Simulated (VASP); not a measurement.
MgO: single point with PBE

MgO:

```
Mg O
1.0
     0.00000    2.12721    2.12721
     2.12721    0.00000    2.12721
     2.12721    2.12721    0.00000
Mg O
1 1
Direct
  0.00000 0.00000 0.00000
  0.50000 0.50000 0.50000
```

```yaml
Program: VASP 6.6.1
Task: single point
Functional: PBE
Potentials_or_basis: VASP PAW PBE potentials, release 64 (Mg_sv, O)
Cutoff: 840 eV
k_mesh: 8 × 8 × 8
Occupations: gaussian, width 0.02 eV
Spin: no spin polarisation
```

The pressure is 0.0 GPa and the band gap on the k mesh is 4.45 eV.

Levels at points of the mesh, in eV from the valence-band top:
```tsv
k point	band 6	band 7	band 8	band 9	band 10	band 11
(0.00, 0.00, 0.00)	0.00	0.00	0.00	4.45	15.64	15.64
(0.50, 0.00, 0.00)	-4.48	-0.62	-0.62	7.72	12.28	16.03
(0.50, 0.50, 0.00)	-3.93	-1.30	-1.30	9.09	9.68	12.79
```

Run time: 11 s on 1 thread of AMD EPYC 7R13 Processor (Zen 3), on a shared host, peak memory 0.13 GiB.
